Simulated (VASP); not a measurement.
# Si (R3) in VASP: single point with LDA

Aim: the single point of Si with LDA.

Everything below comes from runs of VASP 6.6.1. Logs are shortened: lines on timing, memory, paths and dates and some standing lists are left out, and cuts for length are marked.

### Step 1. The cell of the first run

Symmetry: R3, No. 146, trigonal system. The conventional cell has a = 9.319 Å, b = 9.319 Å, c = 5.577 Å, α = 90.00°, β = 90.00°, γ = 120.00°. Within 3.1 Å of Si (site symmetry 1) lie 4 Si at 2.35 Å. Si (site symmetry 1) has 4 Si at 2.35 to 2.38 Å within 3.1 Å. Within 3.2 Å of Si (site symmetry 3) lie 5 Si at 2.35 to 3.17 Å. Within 3.2 Å of Si (site symmetry 3) lie 5 Si at 2.37 to 3.17 Å.

### Step 2. Single point, LDA (atoms displaced along a vibrational mode)

Input file INCAR:

```
SYSTEM = Si
PREC = Accurate
ENCUT = 520
EDIFF = 1E-6
ISMEAR = 0
SIGMA = 0.15
LREAL = .False.
LASPH = .True.
NELM = 60
ALGO = Normal
ISIF = 2
LWAVE = .False.
LCHARG = .False.
GGA = CA
NBANDS = 26
```

Input file KPOINTS:

```
regular mesh
0
Gamma
  12 12 12
  0 0 0
```

Input file POSCAR:

```
Si
1.0
    4.6594203132      2.6901175721      1.8589531703
   -4.6594203132      2.6901175721      1.8589531703
    0.0000000000     -5.3802351441      1.8589531703
Si
8
Direct
    0.0245805040      0.7412190383      0.5309906070
    0.9784928656      0.2983956229      0.4801150788
    0.6886668018      0.6886668018      0.6886668018
    0.2983956229      0.4801150788      0.9784928656
    0.4801150788      0.9784928656      0.2983956229
    0.7412190383      0.5309906070      0.0245805040
    0.2575394816      0.2575394816      0.2575394816
    0.5309906070      0.0245805040      0.7412190383
```

Potentials or basis: VASP PAW LDA potentials, release 64 (Si).

The run is started by

```sh
$ cat potpaw_LDA.64/Si/POTCAR > POTCAR
$ mpirun -np 1 vasp_std > vasp.out
```

OUTCAR:

```text
SYSTEM = Si
   PREC = Accurate
   ENCUT = 520
   EDIFF = 1E-6
   ISMEAR = 0
   LREAL = .False.
   LASPH = .True.
   NELM = 60
   ISIF = 2
   GGA = CA

 ion  position               nearest neighbor table
   1  0.025  0.741  0.531-   2 2.35   3 2.35   6 2.35   8 2.35
   2  0.978  0.298  0.480-   1 2.35   7 2.37   4 2.38   5 2.38
   3  0.689  0.689  0.689-   6 2.35   1 2.35   8 2.35   7 2.40
   4  0.298  0.480  0.978-   6 2.35   7 2.37   2 2.38   5 2.38
   5  0.480  0.978  0.298-   8 2.35   7 2.37   4 2.38   2 2.38
   6  0.741  0.531  0.025-   4 2.35   3 2.35   1 2.35   8 2.35
   7  0.258  0.258  0.258-   4 2.37   2 2.37   5 2.37   3 2.40
   8  0.531  0.025  0.741-   5 2.35   3 2.35   6 2.35   1 2.35

  LATTYP: Found a trigonal (rhomboedric) cell.
 ALAT       =     5.6923314289
 COS(alpha) =    -0.3400265905

  Lattice vectors:

 A1 = (   4.6594203132,   2.6901175721,   1.8589531703)
 A2 = (  -4.6594203132,   2.6901175721,   1.8589531703)
 A3 = (   0.0000000000,  -5.3802351441,   1.8589531703)

Analysis of symmetry for initial positions (statically):
=====================================================================
 Subroutine PRICEL returns:
 Original cell was already a primitive cell.

 Routine SETGRP: Setting up the symmetry group for a
 trigonal (rhombohedral) supercell.

 Subroutine GETGRP returns: Found  3 space group operations
 (whereof  3 operations were pure point group operations)
 out of a pool of 12 trial point group operations.

The static configuration has the point symmetry C_3 .

Analysis of symmetry for dynamics (positions and initial velocities):
=====================================================================
 Subroutine PRICEL returns:
 Original cell was already a primitive cell.

 Routine SETGRP: Setting up the symmetry group for a
 trigonal (rhombohedral) supercell.

 Subroutine GETGRP returns: Found  3 space group operations
 (whereof  3 operations were pure point group operations)
 out of a pool of 12 trial point group operations.

The dynamic configuration has the point symmetry C_3 .

 Subroutine INISYM returns: Found  3 space group operations
 (whereof  3 operations are pure point group operations),
 and found     1 'primitive' translations

----------------------------------------------------------------------------------------

                                     Primitive cell

  volume of cell :     139.8050

  direct lattice vectors                    reciprocal lattice vectors
     4.659420313  2.690117572  1.858953170     0.107309486  0.061955161  0.179312389
    -4.659420313  2.690117572  1.858953170    -0.107309486  0.061955161  0.179312389
     0.000000000 -5.380235144  1.858953170     0.000000000 -0.123910322  0.179312389

  length of vectors
     5.692331429  5.692331429  5.692331429     0.217960319  0.217960319  0.217960319

  position of ions in fractional coordinates (direct lattice)
     0.024580504  0.741219038  0.530990607
     0.978492866  0.298395623  0.480115079
     0.688666802  0.688666802  0.688666802
     0.298395623  0.480115079  0.978492866
     0.480115079  0.978492866  0.298395623
     0.741219038  0.530990607  0.024580504
     0.257539482  0.257539482  0.257539482
     0.530990607  0.024580504  0.741219038

  ion indices of the primitive-cell ions
   primitive index   ion index
                 1           1
                 2           2
                 3           3
                 4           4
                 5           5
                 6           6
                 7           7
                 8           8

----------------------------------------------------------------------------------------

 KPOINTS: regular mesh

Automatic generation of k-mesh.
 Grid dimensions read from file:
 generate k-points for:   12   12   12

 Generating k-lattice:

  Cartesian coordinates                     Fractional coordinates (reciprocal lattice)
     0.008942457  0.005162930  0.014942699     0.083333333  0.000000000 -0.000000000
    -0.008942457  0.005162930  0.014942699     0.000000000  0.083333333 -0.000000000
     0.000000000 -0.010325860  0.014942699     0.000000000  0.000000000  0.083333333

  Length of vectors
     0.018163360  0.018163360  0.018163360

  Shift w.r.t. Gamma in fractional coordinates (k-lattice)
     0.000000000  0.000000000  0.000000000

 Subroutine IBZKPT returns following result:
 ===========================================

 Found    294 irreducible k-points:

 Following reciprocal coordinates:
            Coordinates               Weight
  0.000000  0.000000  0.000000      1.000000
  0.083333  0.000000  0.000000      6.000000
  0.166667  0.000000  0.000000      6.000000
  0.250000  0.000000  0.000000      6.000000
  0.333333  0.000000  0.000000      6.000000
  0.416667  0.000000  0.000000      6.000000
[... 16 lines left out ...]
 -0.250000  0.083333  0.000000      6.000000
  0.250000 -0.000000 -0.083333      6.000000
 [... further k-points ...]
   k-points           NKPTS =    294   k-points in BZ     NKDIM =    294   number of bands    NBANDS=     26
   number of dos      NEDOS =    301   number of ions     NIONS =      8
   total plane-waves  NPLWV =  74088
   dimension x,y,z NGX =    42 NGY =   42 NGZ =   42
   dimension x,y,z NGXF=    84 NGYF=   84 NGZF=   84
   ions per type =               8
   NGX,Y,Z   is equivalent  to a cutoff of  12.27, 12.27, 12.27 a.u.
   NGXF,Y,Z  is equivalent  to a cutoff of  24.53, 24.53, 24.53 a.u.
 SYSTEM =  Si
   PREC   = accura    normal or accurate (medium, high low for compatibility)
   ISTART =      0    job   : 0-new  1-cont  2-samecut
   ICHARG =      2    charge: 1-file 2-atom 10-const
   ISPIN  =      1    spin polarized calculation?
   LNONCOLLINEAR =      F non collinear calculations
   LSORBIT =      F    spin-orbit coupling
   LASPH  =      T    aspherical Exc in radial PAW
   ENCUT  =  520.0 eV  38.22 Ry    6.18 a.u.  10.58 10.58 10.58*2*pi/ulx,y,z
   NELM   =     60;   NELMIN=  2; NELMDL= -5     # of ELM steps
   EDIFF  = 0.1E-05   stopping-criterion for ELM
   LREAL  =      F    real-space projection
   EDIFFG = 0.1E-04   stopping-criterion for IOM
   NSW    =      0    number of steps for IOM
   IBRION =     -1    ionic relax: 0-MD 1-quasi-New 2-CG
   NFREE  =      0    steps in history (QN), initial steepest desc. (CG)
   ISIF   =      2    stress and relaxation
   ISYM   =      2    0-nonsym 1-usesym 2-fastsym
   POTIM  = 0.5000    time-step for ionic-motion
   TEBEG  =    0.0;   TEEND  =   0.0 temperature during run
   PSTRESS=    0.0 pullay stress
   NELECT =      32.0000    total number of electrons
   NUPDOWN=      -1.0000    fix difference up-down
   EMIN   =  10.00;   EMAX   =-10.00  energy-range for DOS
   EFERMI =   0.00;   METHOD = LEGACY
   ISMEAR =     0;   SIGMA  =   0.15  broadening in eV -4-tet -1-fermi 0-gaus
   EFERMI_NEDOS =   21; number of points for ismear=-14 and -15
   IALGO  =     38    algorithm
   IMIX   =      4    mixing-type and parameters
     AMIX     =   0.40;   BMIX     =  1.00
     AMIX_MAG =   1.60;   BMIX_MAG =  1.00
  volume/ion in A,a.u.               =      17.48       117.93
  Fermi-wavevector in a.u.,A,eV,Ry     =   1.001422  1.892414 13.644553  1.002846
  Thomas-Fermi vector in A             =   2.133843
   LORBIT       =      0    0 simple, 1 ext, 2 COOP (PROOUT), +10 PAW based schemes
   GGA     = CA    functional components
   LHFCALC =     F    Hartree Fock is set to
   AEXX    =    0.0000 exact exchange contribution
   IVDW    =     0    specifies the selected vdW correction
   LEPSILON=     F    determine dielectric tensor
   LRPA    =     F    only Hartree local field effects (RPA)
 non-spin polarized calculation
 Gauss-broadening in eV      SIGMA  =   0.15
  energy-cutoff  :      520.00
  volume of cell :      139.81
 maximum number of plane-waves:      3786
   NGX = 21   NGY = 21   NGZ = 21

 number of electron      32.0000000 magnetization

 Free energy of the ion-electron system (eV)
  ---------------------------------------------------
  ext. energy  EPLUGINS =         0.00000000
  ---------------------------------------------------
  free energy    TOTEN  =       -46.63641895 eV

  energy without entropy =      -46.63033952  energy(sigma->0) =      -46.63337923

 E-fermi :   7.5257     XC(G=0): -10.2943

 val. band max:        7.5156242435   @ k =   0.4167   0.0833   0.0000
 cond. band min:       7.5266007263   @ k =  -0.0833   0.5000   0.0833
 fundamental gap:      0.0109764828
 Fermi energy:         7.5257141674

 k-point     1 :       0.0000    0.0000    0.0000
  band No.  band energies     occupation
      1      -5.4591      2.00000
      2      -0.8440      2.00000
      3      -0.4210      2.00000
      4      -0.4210      2.00000
      5      -0.1978      2.00000
      6       0.9133      2.00000
[... 18 lines left out ...]
     25      12.8554      0.00000
     26      13.2197      0.00000

 k-point     2 :       0.0833    0.0000    0.0000
  band No.  band energies     occupation
      1      -5.4155      2.00000
      2      -0.9568      2.00000
      3      -0.6602      2.00000
      4      -0.4658      2.00000
      5      -0.2428      2.00000
      6       0.8935      2.00000
[... 18 lines left out ...]
     25      12.7395      0.00000
     26      13.0798      0.00000

 k-point     3 :       0.1667    0.0000    0.0000
  band No.  band energies     occupation
      1      -5.2851      2.00000
      2      -1.3688      2.00000
      3      -1.0073      2.00000
      4      -0.6149      2.00000
      5      -0.3174      2.00000
      6       0.7619      2.00000
[... 18 lines left out ...]
     25      12.5758      0.00000
     26      12.7155      0.00000

 k-point     4 :       0.2500    0.0000    0.0000
  band No.  band energies     occupation
      1      -5.0705      2.00000
      2      -1.9946      2.00000
      3      -1.2307      2.00000
      4      -0.8051      2.00000
      5      -0.4014      2.00000
      6       0.5931      2.00000
[... 18 lines left out ...]
     25      12.1437      0.00000
     26      12.6006      0.00000

 k-point     5 :       0.3333    0.0000    0.0000
  band No.  band energies     occupation
      1      -4.7784      2.00000
      2      -2.6279      2.00000
      3      -1.3959      2.00000
      4      -0.9694      2.00000
      5      -0.4798      2.00000
      6       0.4501      2.00000
[... 18 lines left out ...]
     25      12.1233      0.00000
     26      12.5620      0.00000

 k-point     6 :       0.4167    0.0000    0.0000
  band No.  band energies     occupation
      1      -4.4337      2.00000
      2      -3.1895      2.00000
      3      -1.4995      2.00000
      4      -1.0757      2.00000
      5      -0.5352      2.00000
      6       0.3574      2.00000
[... 427 lines left out ...]
 k-point    21 :      -0.3333    0.0833   -0.0000
  band No.  band energies     occupation
      1      -4.9008      2.00000
      2      -2.3410      2.00000
      3      -1.4853      2.00000
      4      -0.9859      2.00000
      5      -0.3513      2.00000
      6       0.7297      2.00000
[... 18 lines left out ...]
     25      11.9926      0.00000
     26      12.3640      0.00000

 k-point    22 :       0.3333    0.0000   -0.0833
  band No.  band energies     occupation
      1      -4.9013      2.00000
      2      -2.3128      2.00000
      3      -1.5291      2.00000
      4      -1.0612      2.00000
      5      -0.1985      2.00000
      6       0.5900      2.00000
[... 18 lines left out ...]
     25      12.2922      0.00000
     26      12.9170      0.00000

 k-point    23 :      -0.2500    0.0833    0.0000
  band No.  band energies     occupation
      1      -5.1556      2.00000
      2      -1.7651      2.00000
      3      -1.2189      2.00000
      4      -0.8180      2.00000
      5      -0.2907      2.00000
      6       0.7466      2.00000
[... 18 lines left out ...]
     25      12.4630      0.00000
     26      12.5870      0.00000

 k-point    24 :       0.2500   -0.0000   -0.0833
  band No.  band energies     occupation
      1      -5.1558      2.00000
      2      -1.6859      2.00000
      3      -1.3653      2.00000
      4      -0.8214      2.00000
      5      -0.2041      2.00000
      6       0.7410      2.00000
[... 18 lines left out ...]
     25      12.4357      0.00000
     26      12.7070      0.00000

 [... further k-points ...]

------------------------ aborting loop because EDIFF is reached ----------------------------------------

  FORCE on cell =-STRESS in cart. coord.  units (eV):
  Direction    XX          YY          ZZ          XY          YZ          ZX
  --------------------------------------------------------------------------------------
  -------------------------------------------------------------------------------------
  Total       -0.3929581     -0.3929581     -0.2215905      0.0000000     -0.0000000     -0.0000000
  in kB       -4.5033316     -4.5033316     -2.5394454      0.0000000     -0.0000000     -0.0000000
  external PRESSURE =      -3.8487029 kB  Pullay stress =       0.0000000 kB

 VOLUME and BASIS-vectors are now :
 -----------------------------------------------------------------------------
  energy-cutoff  :      520.00
  volume of cell :      139.81
      direct lattice vectors                 reciprocal lattice vectors
     4.659420313  2.690117572  1.858953170     0.107309486  0.061955161  0.179312389
    -4.659420313  2.690117572  1.858953170    -0.107309486  0.061955161  0.179312389
     0.000000000 -5.380235144  1.858953170     0.000000000 -0.123910322  0.179312389

 POSITION                                       TOTAL-FORCE (eV/Angst)
 -----------------------------------------------------------------------------------
     -3.33912     -0.79676      2.41067         0.066019     -0.036883     -0.074585
      3.16886      0.85185      3.26619         0.200404     -0.054923     -0.085530
      0.00000      0.00000      3.84060         0.000000      0.000000      0.282200
     -0.84671     -3.17024      3.26619        -0.147767     -0.146093     -0.085530
     -2.32215      2.31839      3.26619        -0.052637      0.201016     -0.085530
      0.97954      3.29014      2.41067        -0.064951     -0.038733     -0.074585
      0.00000      0.00000      1.43626         0.000000      0.000000      0.198144
      2.35958     -2.49338      2.41067        -0.001068      0.075615     -0.074585
 -----------------------------------------------------------------------------------
    total drift:                                0.000000     -0.000000      0.000043

  FREE ENERGIE OF THE ION-ELECTRON SYSTEM (eV)
  ---------------------------------------------------
  free  energy   TOTEN  =       -46.6364189459 eV

  energy  without entropy=      -46.6303395187  energy(sigma->0) =      -46.63337923
```

It took 16 min on 1 thread of Intel Xeon 8259CL, shared host; peak memory 0.73 GiB.

What came out:

| Quantity | Value |
| --- | --- |
| Free energy | -46.6364 eV |
| Pressure | -0.4 GPa |
| Largest force | 0.282 eV/Å |
| Band gap on the k mesh | zero (bands 16 and 17 overlap by 0.37 eV) |

Forces on the atoms (eV/Å):
```
Si   0.066 -0.037 -0.075
Si   0.200 -0.055 -0.086
Si   0.000  0.000  0.282
Si  -0.148 -0.146 -0.086
Si  -0.053  0.201 -0.086
Si  -0.065 -0.039 -0.075
Si   0.000  0.000  0.198
Si  -0.001  0.076 -0.075
```

Caveat: the cell differs from its parent crystal (atoms displaced along a vibrational mode); semilocal functionals underestimate gaps, and a narrow one can read as zero.
